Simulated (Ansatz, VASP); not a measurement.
**One calculation of Gd, two programs**

Contents of INCAR:

```
SYSTEM = Gd
PREC = Accurate
ENCUT = 520
EDIFF = 1E-7
ISMEAR = 0
SIGMA = 0.05
LREAL = .False.
LASPH = .True.
NELM = 150
ALGO = Normal
ISIF = 2
LWAVE = .False.
LCHARG = .False.
ISPIN = 2
MAGMOM = 0.5
LORBIT = 11
LMAXMIX = 6
GGA = PE
NBANDS = 19
```

File KPOINTS:

```
regular mesh
0
Gamma
  14 14 14
  0 0 0
```

Contents of POSCAR:

```
Gd
1.0
    0.0000000000      2.5408337054      2.5408337054
    2.5408337054      0.0000000000      2.5408337054
    2.5408337054      2.5408337054      0.0000000000
Gd
1
Direct
    0.0000000000      0.0000000000      0.0000000000
```

Input for Ansatz:

```yaml
crystal:
  lattice:
    - [0.0, 2.5408337054, 2.5408337054]
    - [2.5408337054, 0.0, 2.5408337054]
    - [2.5408337054, 2.5408337054, 0.0]
  atoms:
    - { symbol: Gd, position: [0.0, 0.0, 0.0], spin: 0.5 }
basis:
  ecutwfc: 420
  ecutrho_ratio: 4
kpoints:
  mp_grid: { grid: [14, 14, 14] }
hamiltonian:
  xc: pbe
scf:
  occupations: { method: gaussian, width: 0.05 }
output:
  forces: true
  stress: true
  eigenvalues: true
  populations: true
magnetization:
  spin_polarized: true
```

Alike in both runs: task single point; functional PBE; k mesh 14 × 14 × 14; occupations gaussian, width 0.05 eV; collinear spin.

```csv
,VASP,Ansatz
version,VASP 6.6.1,Ansatz 0.2.0
potentials or method,"VASP PAW PBE potentials, release 64 (Gd), cutoff 520 eV","scalar-relativistic, plane waves, PAW"
valence electrons in the cell,18,18
```

VASP gave:

* pressure (GPa): 0.0
* net moment per atom (μB): 7.44
* size of the moment on the site where the two differ most (μB): 6.93

Problem. What did Ansatz give for the same quantities?

Solution. Pressure (GPa): 0.0; net moment per atom (μB): 7.44; size of the moment on the site where the two differ most (μB): 7.24.

Site moments also hang on the region over which each program counts them. With one functional, cell and mesh, what is left measures potentials, basis and numerics. Ansatz's warnings: given moment on shells.

Neither program's run includes spin-orbit coupling.
